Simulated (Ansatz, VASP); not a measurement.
# ZnS in VASP and in Ansatz

File POSCAR:

```
ZnS
1.0
    3.8109987816      0.0000000000      0.0000000000
   -1.9054993908      3.3004217586      0.0000000000
    0.0000000000      0.0000000000      6.2340000000
Zn S
2 2
Direct
    0.3333333333      0.6666666667      0.0000000000
    0.6666666667      0.3333333333      0.5000000000
    0.3333333333      0.6666666667      0.4210923965
    0.6666666667      0.3333333333      0.8850000000
```

The input INCAR.step1:

```
PREC = Accurate ; ENCUT = 520
ISMEAR = 0 ; SIGMA = 0.05
LREAL = F ; LASPH = T
NELM = 80 ; NBANDS = 26
GGA = PE ; ALGO = Normal
EDIFF = 1E-4 ; LWAVE = T
LCHARG = F
```

Contents of INCAR.step2:

```
PREC = Accurate ; ENCUT = 520
EDIFF = 1E-7 ; ISMEAR = 0
SIGMA = 0.05 ; LREAL = F
LASPH = T ; NELM = 80
ALGO = Normal ; ISIF = 2
LWAVE = F ; LCHARG = F
METAGGA = R2SCAN ; LMIXTAU = T
NBANDS = 26 ; ISTART = 1
```

Contents of KPOINTS:

```
regular mesh
0
Gamma
  6 6 4
```

Input for Ansatz:

```yaml
crystal:
  lattice:
    - [3.8109987816, 0.0, 0.0]
    - [-1.9054993908, 3.3004217586, 0.0]
    - [0.0, 0.0, 6.234]
  atoms:
    - { symbol: Zn, position: [0.3333333333, 0.6666666667, 0.0] }
    - { symbol: Zn, position: [0.6666666667, 0.3333333333, 0.5] }
    - { symbol: S, position: [0.3333333333, 0.6666666667, 0.4210923965] }
    - { symbol: S, position: [0.6666666667, 0.3333333333, 0.885] }
basis:
  ecutwfc: 500
kpoints:
  mp_grid: { grid: [6, 6, 4] }
hamiltonian:
  xc: r2scan
scf:
  occupations: { method: gaussian, width: 0.05 }
output:
  forces: true
  stress: true
  eigenvalues: true
```

Alike in both runs: task single point; functional r2SCAN; k mesh 6 × 6 × 4; occupations gaussian, width 0.05 eV; no spin polarisation.

```csv
,VASP,Ansatz
version,VASP 6.6.1,Ansatz 0.2.0
potentials or method,"VASP PAW PBE potentials, release 64 (Zn, S), cutoff 520 eV","scalar-relativistic, plane waves, PAW"
valence electrons in the cell,36,36
```

|  | VASP | Ansatz | Ansatz less VASP |
| --- | --- | --- | --- |
| gap on the k mesh at the Fermi level (eV) | 2.81 | 2.80 | -0.009 |
| least direct gap on the mesh (eV) | 2.81 | 2.80 | -0.009 |
| pressure (GPa) | 1.4 | 1.3 | -0.05 |
| traceless stress, the component that is largest in VASP (GPa) | -2.70 | -2.67 | +0.032 |
| rms of the force components (eV/Å) | 0.537 | 0.533 | -0.0036 |

VASP's potentials were made for PBE, not for r2SCAN. Atom by atom the forces differ by 0.005 eV/Å (rms over components).
